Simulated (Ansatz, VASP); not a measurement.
MgO: VASP beside Ansatz

The input POSCAR:

```
MgO
1.0
    3.3353094178      0.0000000000      0.0000000000
   -1.6676547089      2.8884626853      0.0000000000
    0.0000000000      0.0000000000      4.3010910071
Mg O
2 2
Direct
    0.6666666667      0.3333333333      0.7500000000
    0.3333333333      0.6666666667      0.2500000000
    0.6666666667      0.3333333333      0.2500000000
    0.3333333333      0.6666666667      0.7500000000
```

The input INCAR.step1:

```
SYSTEM = MgO
ALGO     = Normal         ! electronic algorithm
EDIFF    = 1E-4           ! SCF threshold, eV
ENCUT    = 520            ! plane-wave cutoff, eV
GGA      = PE             ! functional
ISMEAR   = 0              ! smearing method
LASPH    = .TRUE.         ! aspherical terms in the spheres
LCHARG   = .FALSE.        ! write CHGCAR
LREAL    = .FALSE.        ! projectors in reciprocal space
LWAVE    = .TRUE.         ! write WAVECAR
NBANDS   = 16             ! bands
NELM     = 80             ! most SCF steps
PREC     = Accurate       ! precision mode
SIGMA    = 0.01           ! smearing width, eV
```

The input INCAR.step2:

```
SYSTEM = MgO
ALGO     = Normal         ! electronic algorithm
EDIFF    = 1E-6           ! SCF threshold, eV
ENCUT    = 520            ! plane-wave cutoff, eV
ISIF     = 2              ! what is computed and relaxed
ISMEAR   = 0              ! smearing method
ISTART   = 1            
LASPH    = .TRUE.         ! aspherical terms in the spheres
LCHARG   = .FALSE.        ! write CHGCAR
LMIXTAU  = .TRUE.       
LREAL    = .FALSE.        ! projectors in reciprocal space
LWAVE    = .FALSE.        ! write WAVECAR
METAGGA  = R2SCAN         ! meta-GGA
NBANDS   = 16             ! bands
NELM     = 80             ! most SCF steps
PREC     = Accurate       ! precision mode
SIGMA    = 0.01           ! smearing width, eV
```

File KPOINTS:

```
k-points
0
G
  12 12 6
  0 0 0
```

Input for Ansatz:

```yaml
crystal:
  lattice:
    - [3.3353094178, 0.0, 0.0]
    - [-1.6676547089, 2.8884626853, 0.0]
    - [0.0, 0.0, 4.3010910071]
  atoms:
    - { symbol: Mg, position: [0.6666666667, 0.3333333333, 0.75] }
    - { symbol: Mg, position: [0.3333333333, 0.6666666667, 0.25] }
    - { symbol: O, position: [0.6666666667, 0.3333333333, 0.25] }
    - { symbol: O, position: [0.3333333333, 0.6666666667, 0.75] }
kpoints:
  mp_grid: { grid: [12, 12, 6] }
  band_path:
    path:
      - [0.0, 0.0, 0.0]
      - [0.5, 0.0, 0.0]
      - [0.3333333333, 0.3333333333, 0.0]
      - [0.0, 0.0, 0.5]
      - [0.5, 0.0, 0.5]
      - [0.3333333333, 0.3333333333, 0.5]
    npoints: 1
hamiltonian:
  xc: r2scan
scf:
  occupations: { method: fixed }
  n_extra_bands: 5
output:
  forces: true
  stress: true
  eigenvalues: true
```

Change from the starting cell: epitaxial_xy strain -4.3%.

Alike in both runs: task single point; functional r2SCAN; k mesh 12 × 12 × 6; no spin polarisation.

```csv
,VASP,Ansatz
version,VASP 6.6.1,Ansatz 0.2.0
potentials or method,"VASP PAW PBE potentials, release 64 (Mg, O)","plane waves, PAW"
plane-wave cutoff (eV),520,500
occupations,"gaussian, width 0.01 eV",fixed
valence electrons in the cell,16,32
```

|  | VASP | Ansatz | Ansatz less VASP |
| --- | --- | --- | --- |
| gap on the k mesh at the Fermi level (eV) | 4.37 | 4.38 | +0.016 |
| pressure (GPa) | 9.8 | 10.4 | +0.65 |
| traceless stress, the component that is largest in VASP (GPa) | -10.78 | -10.45 | +0.327 |

VASP's potentials were made for PBE, not for r2SCAN. VASP's potentials hold 16 valence electrons a cell and Ansatz's 32, so a difference there can come from the potentials and not from the codes.
